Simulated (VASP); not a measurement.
Input of a VASP 6.6.1 run:

The input INCAR:

```
SYSTEM = Na
PREC = Accurate ; ENCUT = 520
EDIFF = 1E-7 ; ISMEAR = 0
SIGMA = 0.15 ; LREAL = .FALSE.
LASPH = .TRUE. ; NELM = 80
ALGO = Fast ; ISIF = 2
LWAVE = .FALSE. ; LCHARG = .TRUE.
GGA = PE ; LELF = .TRUE.
LVHAR = .TRUE. ; NBANDS = 14
```

Contents of KPOINTS:

```
Automatic mesh
0
G
  15 15 8
  0 0 0
```

File POSCAR:

```
Na
1.0
    3.6951872379      0.0000000000      0.0000000000
   -1.8475936189      3.2001260197      0.0000000000
    0.0000000000      0.0000000000      6.1030356778
Na
2
Direct
    0.3333333333      0.6666666667      0.2500000000
    0.6666666667      0.3333333333      0.7500000000
```

Potentials or basis: VASP PAW PBE potentials, release 64 (Na_pv).

The run is started by

```sh
$ cat potpaw_PBE.64/Na_pv/POTCAR > POTCAR
$ mpirun -np 1 vasp_std > vasp.out
```

Problem. Estimate the pressure.

Solution. 0.2 GPa.

Problem. What does it give for the band gap on the k mesh?

Solution. Zero (bands 7 and 8 overlap by 4.43 eV).

Stress tensor (GPa, compression positive):
```
0.29 0.00 0.00
0.00 0.29 0.00
0.00 0.00 0.14
```
